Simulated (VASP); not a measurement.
Here is a VASP 6.6.1 calculation.

The input INCAR:

```
SYSTEM = Cu
ALGO = Normal
EDIFF = 1E-7
ENCUT = 520
ISIF = 2
ISMEAR = -1
LASPH = .TRUE.
LCHARG = .FALSE.
LREAL = .FALSE.
LWAVE = .FALSE.
NBANDS = 30
NELM = 80
PREC = Accurate
SIGMA = 0.1
```

The input KPOINTS:

```
k-points
0
G
  14 14 4
  0 0 0
```

The input POSCAR:

```
Cu
1.0
    2.4881180135      0.0000000000      0.0000000000
   -1.2440590068      2.1547734073      0.0000000000
    0.0000000000      0.0000000000      8.1293096459
Cu
4
Direct
    0.0000000000      1.0000000000      1.0000000000
    1.0000000000      1.0000000000      0.5000000000
    0.3333333333      0.6666666667      0.2500000000
    0.6666666667      0.3333333333      0.7500000000
```

Potentials or basis: VASP PAW LDA potentials, release 64 (Cu).

Launch:

```console
$ cat potpaw_LDA.64/Cu/POTCAR > POTCAR
$ mpirun -np 1 vasp_std > vasp.out
```

Predict the band gap on the k mesh.

zero (band 22 reaches 11.36 eV, above the bottom of band 23 at 6.47 eV).

What does it give for the pressure?

0.9 GPa.
